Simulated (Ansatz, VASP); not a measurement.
# BaTiO3: VASP beside Ansatz

```
CELL_PARAMETERS angstrom
4.53388 -2.93796 -2.84449
-4.17915 -2.17324 2.57872
-4.67624 2.67138 -2.77803
ATOMIC_POSITIONS crystal
Ba 0.99294 0.49864 0.49912
Ba 0.99812 0.99664 0.00014
Ti 0.49527 0.25090 0.73929
Ti 0.49333 0.75158 0.24081
O 0.51082 0.50216 0.01063
O 0.51041 0.00231 0.50870
O 0.49548 0.49574 0.49913
O 0.49557 0.99266 0.99920
O 0.01119 0.00687 0.50887
O 0.00442 0.50250 0.00167
```

Alike in both runs: task single point; functional PBE; k mesh 7 × 7 × 6; occupations fermi-dirac, width 0.05 eV; no spin polarisation.

|  | VASP | Ansatz |
| --- | --- | --- |
| version | VASP 6.6.1 | Ansatz 0.2.0 |
| potentials or method | VASP PAW PBE potentials, release 64 (Ba_sv, Ti_sv, O), cutoff 520 eV | Ansatz PAW |
| valence electrons in the cell | 80 | 80 |

VASP gave:

* gap on the k mesh at the Fermi level (eV): 0.94
* least direct gap on the mesh (eV): 0.94
* pressure (GPa): 16.8
* traceless stress, the component that is largest in VASP (GPa): 23.08
* rms of the force components (eV/Å): 0.362

Q: Estimate Ansatz's values.

A: gap on the k mesh at the Fermi level (eV): 1.02; least direct gap on the mesh (eV): 1.02; pressure (GPa): 14.6; traceless stress, the component that is largest in VASP (GPa): 21.91; rms of the force components (eV/Å): 0.341.

Atom by atom the forces differ by 0.025 eV/Å (rms over components).

Neither program's run includes spin-orbit coupling. Noted on Ansatz's run: odd divisions of the mesh miss points on the zone boundary, where band edges often lie, so the gap on the mesh can be too wide.
